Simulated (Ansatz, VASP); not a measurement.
Cd in VASP and in Ansatz

File POSCAR:

```
Cd
1.0
    2.9617840135      0.0000000000      0.0000000000
   -1.4808920068      2.5649801962      0.0000000000
    0.0000000000      0.0000000000      6.1448467321
Cd
2
Direct
    0.3333333333      0.6666666667      0.2500000000
    0.6666666667      0.3333333333      0.7500000000
```

The input INCAR.step1:

```
SYSTEM = Cd
  PREC = Accurate
  ENCUT = 520
  ISMEAR = 0
  SIGMA = 0.1
  LREAL = .False.
  LASPH = .True.
  NELM = 60
  NBANDS = 19
  GGA = PE
  ALGO = Normal
  EDIFF = 1E-4
  LWAVE = .True.
  LCHARG = .False.
```

INCAR.step2

```
SYSTEM = Cd
  PREC = Accurate
  ENCUT = 520
  EDIFF = 1E-6
  ISMEAR = 0
  SIGMA = 0.1
  LREAL = .False.
  LASPH = .True.
  NELM = 60
  ALGO = Normal
  ISIF = 2
  LWAVE = .False.
  LCHARG = .False.
  METAGGA = R2SCAN
  LMIXTAU = .True.
  NBANDS = 19
  ISTART = 1
```

Contents of KPOINTS:

```
regular mesh
0
Gamma
  24 24 10
  0 0 0
```

Input for Ansatz:

```yaml
crystal:
  lattice:
    - [2.9617840135, 0.0, 0.0]
    - [-1.4808920068, 2.5649801962, 0.0]
    - [0.0, 0.0, 6.1448467321]
  atoms:
    - { symbol: Cd, position: [0.3333333333, 0.6666666667, 0.25] }
    - { symbol: Cd, position: [0.6666666667, 0.3333333333, 0.75] }
basis:
  ecutwfc: 500
kpoints:
  mp_grid: { grid: [24, 24, 10] }
hamiltonian:
  xc: r2scan
scf:
  occupations: { method: gaussian, width: 0.1 }
output:
  forces: true
  stress: true
  eigenvalues: true
```

Change from the starting cell: strain along c alone, the other axes held, atoms relaxed: +6.0 %.

Alike in both runs: task single point; functional r2SCAN; k mesh 24 × 24 × 10; occupations gaussian, width 0.1 eV; no spin polarisation.

|  | VASP | Ansatz |
| --- | --- | --- |
| version | VASP 6.6.1 | Ansatz 0.2.0 |
| potentials or method | VASP PAW PBE potentials, release 64 (Cd), cutoff 520 eV | scalar-relativistic, plane waves, PAW |
| valence electrons in the cell | 24 | 40 |

|  | VASP | Ansatz | Ansatz less VASP |
| --- | --- | --- | --- |
| gap on the k mesh at the Fermi level (eV) | none | none | - |
| pressure (GPa) | -1.3 | -1.6 | -0.29 |
| traceless stress, the component that is largest in VASP (GPa) | -0.54 | -0.36 | +0.183 |

VASP's potentials were made for PBE, not for r2SCAN. A gap of «none» marks a metal or a gap that the smearing closes. VASP's potentials hold 24 valence electrons a cell and Ansatz's 40, so a difference there can come from the potentials and not from the codes.
